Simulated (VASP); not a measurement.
Set up this calculation in VASP 6.6.1, as the native input.

* Task: single point
* Functional: PBEsol
* Potentials or basis: VASP PAW PBE potentials, release 64 (Ir)
* Cutoff: 520 eV
* k mesh: 21 × 21 × 12
* Occupations: gaussian, width 0.15 eV
* Spin: collinear spin, ferromagnetic start
* Starting moments: [0.1, 0.1] μB
* Fixed moment: 0.2 μB
* Dipole correction: no
* Further INCAR settings: ALGO = Normal; EDIFF = 1e-06; NBANDS = 20

The structure of Ir lies in POSCAR:

```
Ir
1.0
    2.6633313082      0.0000000000      0.0000000000
   -1.3316656541      2.3065125716      0.0000000000
    0.0000000000      0.0000000000      4.3180806037
Ir
2
Direct
    0.6666666667      0.3333333333      0.7500000000
    0.3333333333      0.6666666667      0.2500000000
```

One way to write it, as run:

INCAR

```
SYSTEM = Ir
ALGO = Normal
EDIFF = 1E-6
ENCUT = 520
GGA = PS
ISIF = 2
ISMEAR = 0
ISPIN = 2
LASPH = .TRUE.
LCHARG = .FALSE.
LMAXMIX = 4
LORBIT = 11
LREAL = .FALSE.
LWAVE = .FALSE.
MAGMOM = 0.1 0.1
NBANDS = 20
NELM = 150
NUPDOWN = 0.2
PREC = Accurate
SIGMA = 0.15
```

KPOINTS

```
k-points
0
G
  21 21 12
  0 0 0
```

Potentials or basis: VASP PAW PBE potentials, release 64 (Ir).

The run is started by

```bash
$ cat potpaw_PBE.64/Ir/POTCAR > POTCAR
$ mpirun -np 1 vasp_std > vasp.out
```

It gave:

```json
{
  "Pressure": "29.5 GPa",
  "Net moment": "0.20 μB per cell",
  "Site moments": "Ir +0.10 μB",
  "Valence electrons inside the program's atomic spheres": "Ir 8.63"
}
```

Caveat: the PAW data sets were made with another functional, which shifts forces and pressure a little; the total moment is fixed, so each spin has its own Fermi level.

It took 3.5 min on 1 thread of Oxide Virtual Turin-like Processor, on a shared host, peak memory 0.31 GiB.
